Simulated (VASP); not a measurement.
# TiO2 (P4_2/mnm) in VASP: further runs

TiO2 is run at these levels: PBEsol; tasks: single point.

Program: VASP 6.6.1. These are calculated values, not measurements. Logs are shortened: lines on timing, memory, paths and dates and some standing lists are left out, and cuts for length are marked.

**Experimental background.**

From “Shallow Valence Band of Rutile GeO2 and P-type Doping”, 2020, arxiv:2011.08928, for a bulk crystal of TiO2 at 1.6 K: band gap 3.03 eV (direct).

The runs below are set against these values where they give the same quantity.

## 1. The cell of the first run

The structure is tetragonal, space group P4_2/mnm (No. 136). Conventional cell: a = 4.591 Å, b = 4.591 Å, c = 2.939 Å, α = 90.00°, β = 90.00°, γ = 90.00°. Ti (site symmetry mmm) has 6 O at 1.94 to 1.98 Å within 2.6 Å. O (site symmetry m2m) has 3 Ti at 1.94 to 1.98 Å and 1 O at 2.54 Å within 2.6 Å.

## 2. Single point, PBEsol

File INCAR:

```
SYSTEM = TiO2
  ALGO = Normal
  EDIFF = 1E-6
  ENCUT = 520
  GGA = PS
  ISIF = 2
  ISMEAR = 0
  LASPH = .TRUE.
  LCHARG = .FALSE.
  LREAL = .FALSE.
  LWAVE = .FALSE.
  NBANDS = 33
  NELM = 100
  PREC = Accurate
  SIGMA = 0.01
```

File KPOINTS:

```
k-points
0
G
  6 6 8
  0 0 0
```

File POSCAR:

```
TiO2
1.0
    4.5912577569      0.0000000000      0.0000000000
    0.0000000000      4.5912577569      0.0000000000
    0.0000000000      0.0000000000      2.9389898555
Ti O
2 4
Direct
    0.0000000000      0.0000000000      0.0000000000
    0.5000000000      0.5000000000      0.5000000000
    0.3044381815      0.3044381815      0.0000000000
    0.1955618185      0.8044381815      0.5000000000
    0.6955618185      0.6955618185      0.0000000000
    0.8044381815      0.1955618185      0.5000000000
```

Potentials or basis: VASP PAW PBE potentials, release 64 (Ti_sv, O).

The run is started by

```console
cat potpaw_PBE.64/Ti_sv/POTCAR potpaw_PBE.64/O/POTCAR > POTCAR
mpirun -np 1 vasp_std > vasp.out
```

OUTCAR:

```text
SYSTEM = TiO2
   EDIFF = 1E-6
   ENCUT = 520
   GGA = PS
   ISIF = 2
   ISMEAR = 0
   LASPH = .TRUE.
   LREAL = .FALSE.
   NELM = 100
   PREC = Accurate

 ion  position               nearest neighbor table
   1  0.000  0.000  0.000-   4 1.94   6 1.94   4 1.94   6 1.94   5 1.98   3 1.98
   2  0.500  0.500  0.500-   3 1.94   5 1.94   3 1.94   5 1.94   4 1.98   6 1.98
   3  0.304  0.304  0.000-   2 1.94   2 1.94   1 1.98
   4  0.196  0.804  0.500-   1 1.94   1 1.94   2 1.98
   5  0.696  0.696  0.000-   2 1.94   2 1.94   1 1.98
   6  0.804  0.196  0.500-   1 1.94   1 1.94   2 1.98

  LATTYP: Found a simple tetragonal cell.
 ALAT       =     4.5912577569
 C/A-ratio  =     0.6401273923

  Lattice vectors:

 A1 = (   4.5912577569,   0.0000000000,   0.0000000000)
 A2 = (   0.0000000000,   4.5912577569,   0.0000000000)
 A3 = (   0.0000000000,   0.0000000000,   2.9389898555)

Analysis of symmetry for initial positions (statically):
=====================================================================
 Subroutine PRICEL returns:
 Original cell was already a primitive cell.

 Routine SETGRP: Setting up the symmetry group for a
 simple tetragonal supercell.

 Subroutine GETGRP returns: Found 16 space group operations
 (whereof  8 operations were pure point group operations)
 out of a pool of 16 trial point group operations.

The static configuration has the point symmetry D_2h.
 The point group associated with its full space group is D_4h.

Analysis of symmetry for dynamics (positions and initial velocities):
=====================================================================
 Subroutine PRICEL returns:
 Original cell was already a primitive cell.

 Routine SETGRP: Setting up the symmetry group for a
 simple tetragonal supercell.

 Subroutine GETGRP returns: Found 16 space group operations
 (whereof  8 operations were pure point group operations)
 out of a pool of 16 trial point group operations.

The dynamic configuration has the point symmetry D_2h.
 The point group associated with its full space group is D_4h.

 Subroutine INISYM returns: Found 16 space group operations
 (whereof  8 operations are pure point group operations),
 and found     1 'primitive' translations

----------------------------------------------------------------------------------------

                                     Primitive cell

  volume of cell :      61.9529

  direct lattice vectors                    reciprocal lattice vectors
     4.591257757  0.000000000  0.000000000     0.217805241  0.000000000  0.000000000
     0.000000000  4.591257757  0.000000000     0.000000000  0.217805241  0.000000000
     0.000000000  0.000000000  2.938989856     0.000000000  0.000000000  0.340252961

  length of vectors
     4.591257757  4.591257757  2.938989856     0.217805241  0.217805241  0.340252961

  position of ions in fractional coordinates (direct lattice)
     0.000000000  0.000000000  0.000000000
     0.500000000  0.500000000  0.500000000
     0.304438181  0.304438181  0.000000000
     0.195561819  0.804438181  0.500000000
     0.695561819  0.695561819  0.000000000
     0.804438181  0.195561819  0.500000000

  ion indices of the primitive-cell ions
   primitive index   ion index
                 1           1
                 2           2
                 3           3
                 4           4
                 5           5
                 6           6

----------------------------------------------------------------------------------------

 KPOINTS: k-points

Automatic generation of k-mesh.
 Grid dimensions read from file:
 generate k-points for:    6    6    8

 Generating k-lattice:

  Cartesian coordinates                     Fractional coordinates (reciprocal lattice)
     0.036300873  0.000000000  0.000000000     0.166666667  0.000000000  0.000000000
     0.000000000  0.036300873  0.000000000     0.000000000  0.166666667  0.000000000
     0.000000000  0.000000000  0.042531620     0.000000000  0.000000000  0.125000000

  Length of vectors
     0.036300873  0.036300873  0.042531620

  Shift w.r.t. Gamma in fractional coordinates (k-lattice)
     0.000000000  0.000000000  0.000000000

 Subroutine IBZKPT returns following result:
 ===========================================

 Found     50 irreducible k-points:

 Following reciprocal coordinates:
            Coordinates               Weight
  0.000000  0.000000  0.000000      1.000000
  0.166667  0.000000  0.000000      4.000000
  0.333333  0.000000  0.000000      4.000000
  0.500000  0.000000  0.000000      2.000000
  0.166667  0.166667  0.000000      4.000000
  0.333333  0.166667  0.000000      8.000000
[... 16 lines left out ...]
  0.333333  0.000000  0.250000      8.000000
  0.500000  0.000000  0.250000      4.000000
 [... further k-points ...]
   k-points           NKPTS =     50   k-points in BZ     NKDIM =     50   number of bands    NBANDS=     33
   number of dos      NEDOS =    301   number of ions     NIONS =      6
   total plane-waves  NPLWV =  31104
   dimension x,y,z NGX =    36 NGY =   36 NGZ =   24
   dimension x,y,z NGXF=    72 NGYF=   72 NGZF=   48
   ions per type =               2   4
   NGX,Y,Z   is equivalent  to a cutoff of  13.04, 13.04, 13.58 a.u.
   NGXF,Y,Z  is equivalent  to a cutoff of  26.07, 26.07, 27.15 a.u.
 SYSTEM =  TiO2
   PREC   = accura    normal or accurate (medium, high low for compatibility)
   ISTART =      0    job   : 0-new  1-cont  2-samecut
   ICHARG =      2    charge: 1-file 2-atom 10-const
   ISPIN  =      1    spin polarized calculation?
   LNONCOLLINEAR =      F non collinear calculations
   LSORBIT =      F    spin-orbit coupling
   LASPH  =      T    aspherical Exc in radial PAW
   ENCUT  =  520.0 eV  38.22 Ry    6.18 a.u.   8.54  8.54  5.46*2*pi/ulx,y,z
   NELM   =    100;   NELMIN=  2; NELMDL= -5     # of ELM steps
   EDIFF  = 0.1E-05   stopping-criterion for ELM
   LREAL  =      F    real-space projection
   EDIFFG = 0.1E-04   stopping-criterion for IOM
   NSW    =      0    number of steps for IOM
   IBRION =     -1    ionic relax: 0-MD 1-quasi-New 2-CG
   NFREE  =      0    steps in history (QN), initial steepest desc. (CG)
   ISIF   =      2    stress and relaxation
   ISYM   =      2    0-nonsym 1-usesym 2-fastsym
   POTIM  = 0.5000    time-step for ionic-motion
   TEBEG  =    0.0;   TEEND  =   0.0 temperature during run
   PSTRESS=    0.0 pullay stress
   NELECT =      48.0000    total number of electrons
   NUPDOWN=      -1.0000    fix difference up-down
   EMIN   =  10.00;   EMAX   =-10.00  energy-range for DOS
   EFERMI =   0.00;   METHOD = LEGACY
   ISMEAR =     0;   SIGMA  =   0.01  broadening in eV -4-tet -1-fermi 0-gaus
   EFERMI_NEDOS =   21; number of points for ismear=-14 and -15
   IALGO  =     38    algorithm
   IMIX   =      4    mixing-type and parameters
     AMIX     =   0.40;   BMIX     =  1.00
     AMIX_MAG =   1.60;   BMIX_MAG =  1.00
  volume/ion in A,a.u.               =      10.33        69.68
  Fermi-wavevector in a.u.,A,eV,Ry     =   1.503608  2.841408 30.760574  2.260838
  Thomas-Fermi vector in A             =   2.614696
   LORBIT       =      0    0 simple, 1 ext, 2 COOP (PROOUT), +10 PAW based schemes
   GGA     = PS    functional components
   LHFCALC =     F    Hartree Fock is set to
   AEXX    =    0.0000 exact exchange contribution
   IVDW    =     0    specifies the selected vdW correction
   LEPSILON=     F    determine dielectric tensor
   LRPA    =     F    only Hartree local field effects (RPA)
 non-spin polarized calculation
 Gauss-broadening in eV      SIGMA  =   0.01
  energy-cutoff  :      520.00
  volume of cell :       61.95
 maximum number of plane-waves:      1696
 NGX is ok and might be reduce to    36
   NGX = 17   NGY = 17   NGZ = 11

 number of electron      48.0000020 magnetization

 Free energy of the ion-electron system (eV)
  ---------------------------------------------------
  ext. energy  EPLUGINS =         0.00000000
  ---------------------------------------------------
  free energy    TOTEN  =       -56.09835468 eV

  energy without entropy =      -56.09835468  energy(sigma->0) =      -56.09835468

 E-fermi :   5.0038     XC(G=0): -11.7427

 val. band max:        4.8010289253   @ k =   0.0000   0.0000   0.0000
 cond. band min:       6.6420860382   @ k =   0.0000   0.0000   0.0000
 fundamental gap:      1.8410571129
 Fermi energy:         5.0038343025

 k-point     1 :       0.0000    0.0000    0.0000
  band No.  band energies     occupation
      1     -51.8218      2.00000
      2     -51.8034      2.00000
      3     -28.2525      2.00000
      4     -28.2525      2.00000
      5     -28.0779      2.00000
      6     -28.0779      2.00000
[... 25 lines left out ...]
     32      11.5254      0.00000
     33      11.6446      0.00000

 k-point     2 :       0.1667    0.0000    0.0000
  band No.  band energies     occupation
      1     -51.8205      2.00000
      2     -51.8047      2.00000
      3     -28.2431      2.00000
      4     -28.2422      2.00000
      5     -28.0894      2.00000
      6     -28.0884      2.00000
[... 25 lines left out ...]
     32      11.4294      0.00000
     33      11.4497      0.00000

 k-point     3 :       0.3333    0.0000    0.0000
  band No.  band energies     occupation
      1     -51.8172      2.00000
      2     -51.8080      2.00000
      3     -28.2181      2.00000
      4     -28.2157      2.00000
      5     -28.1183      2.00000
      6     -28.1157      2.00000
[... 25 lines left out ...]
     32      11.2374      0.00000
     33      11.2776      0.00000

 k-point     4 :       0.5000    0.0000    0.0000
  band No.  band energies     occupation
      1     -51.8126      2.00000
      2     -51.8126      2.00000
      3     -28.1956      2.00000
      4     -28.1956      2.00000
      5     -28.1394      2.00000
      6     -28.1394      2.00000
[... 673 lines left out ...]
     32      10.6283      0.00000
     33      10.9611      0.00000

 k-point    23 :       0.3333    0.0000    0.2500
  band No.  band energies     occupation
      1     -51.7934      2.00000
      2     -51.7869      2.00000
      3     -28.2844      2.00000
      4     -28.2712      2.00000
      5     -28.1568      2.00000
      6     -28.1497      2.00000
[... 25 lines left out ...]
     32      10.1853      0.00000
     33      11.1114      0.00000

 k-point    24 :       0.5000    0.0000    0.2500
  band No.  band energies     occupation
      1     -51.7901      2.00000
      2     -51.7901      2.00000
      3     -28.2813      2.00000
      4     -28.2813      2.00000
      5     -28.1360      2.00000
      6     -28.1360      2.00000
[... 25 lines left out ...]
     32      10.0263      0.00000
     33      11.5368      0.00000

 [... further k-points ...]

------------------------ aborting loop because EDIFF is reached ----------------------------------------

  FORCE on cell =-STRESS in cart. coord.  units (eV):
  Direction    XX          YY          ZZ          XY          YZ          ZX
  --------------------------------------------------------------------------------------
  -------------------------------------------------------------------------------------
  Total        0.2306050      0.2306050      0.3469741      0.0000000      0.0000000      0.0000000
  in kB        5.9637285      5.9637285      8.9731770      0.0000000      0.0000000      0.0000000
  external PRESSURE =       6.9668780 kB  Pullay stress =       0.0000000 kB

 VOLUME and BASIS-vectors are now :
 -----------------------------------------------------------------------------
  energy-cutoff  :      520.00
  volume of cell :       61.95
      direct lattice vectors                 reciprocal lattice vectors
     4.591257757  0.000000000  0.000000000     0.217805241  0.000000000  0.000000000
     0.000000000  4.591257757  0.000000000     0.000000000  0.217805241  0.000000000
     0.000000000  0.000000000  2.938989856     0.000000000  0.000000000  0.340252961

 POSITION                                       TOTAL-FORCE (eV/Angst)
 -----------------------------------------------------------------------------------
      0.00000      0.00000      0.00000         0.000000      0.000000      0.000000
      2.29563      2.29563      1.46949         0.000000      0.000000      0.000000
      1.39775      1.39775      0.00000        -0.017522     -0.017522      0.000000
      0.89787      3.69338      1.46949         0.017522     -0.017522      0.000000
      3.19350      3.19350      0.00000         0.017522      0.017522     -0.000000
      3.69338      0.89787      1.46949        -0.017522      0.017522     -0.000000
 -----------------------------------------------------------------------------------
    total drift:                                0.000000      0.000000      0.000000

  FREE ENERGIE OF THE ION-ELECTRON SYSTEM (eV)
  ---------------------------------------------------
  free  energy   TOTEN  =       -56.0983546822 eV

  energy  without entropy=      -56.0983546822  energy(sigma->0) =      -56.09835468
```

Wall time 34 s (1 thread of Intel Xeon 6975P-C (Granite Rapids), shared host); peak memory 0.22 GiB.

What came out:

| Property | Result |
| --- | --- |
| Free energy | -56.0984 eV |
| Pressure | 0.7 GPa |
| Largest force | 0.025 eV/Å |
| Band gap on the k mesh | 1.84 eV |

Forces in eV/Å, atoms in the order of the input:
```
Ti   0.000  0.000  0.000
Ti   0.000  0.000  0.000
O   -0.018 -0.018  0.000
O    0.018 -0.018  0.000
O    0.018  0.018  0.000
O   -0.018  0.018  0.000
```

Caveat: the PAW data sets were made with another functional, which shifts forces and pressure a little.

(Part 1 of 3 ends here.)
